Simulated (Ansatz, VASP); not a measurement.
# ZrC in VASP and in Ansatz

```xyz
2
Lattice="0.0000 2.3502 2.5382 2.3502 0.0000 2.5382 2.3502 2.3502 0.0000" Properties=species:S:1:pos:R:3 pbc="T T T"
Zr    2.3502    2.3502    2.5382
C     0.0000    0.0000    0.0000
```

Change from the starting cell: strain +0.000 along x and y, +0.080 along z, atoms carried along.

Alike in both runs: task single point; functional PBE; k mesh 18 × 18 × 18; occupations gaussian, width 0.15 eV; no spin polarisation.

|  | VASP | Ansatz |
| --- | --- | --- |
| version | VASP 6.6.1 | Ansatz 0.2.0 |
| potentials or method | VASP PAW PBE potentials, release 64 (Zr_sv, C), cutoff 520 eV | scalar-relativistic, plane waves, PAW |
| valence electrons in the cell | 16 | 16 |

VASP gave:

| Item | Value |
| --- | --- |
| gap on the k mesh at the Fermi level (eV) | none |
| pressure (GPa) | -11.4 |
| traceless stress, the component that is largest in VASP (GPa) | -11.56 |

Task: Which values does Ansatz return?

Result: gap on the k mesh at the Fermi level (eV): none; pressure (GPa): -11.6; traceless stress, the component that is largest in VASP (GPa): -11.45.

A gap of «none» marks a metal or a gap that the smearing closes.
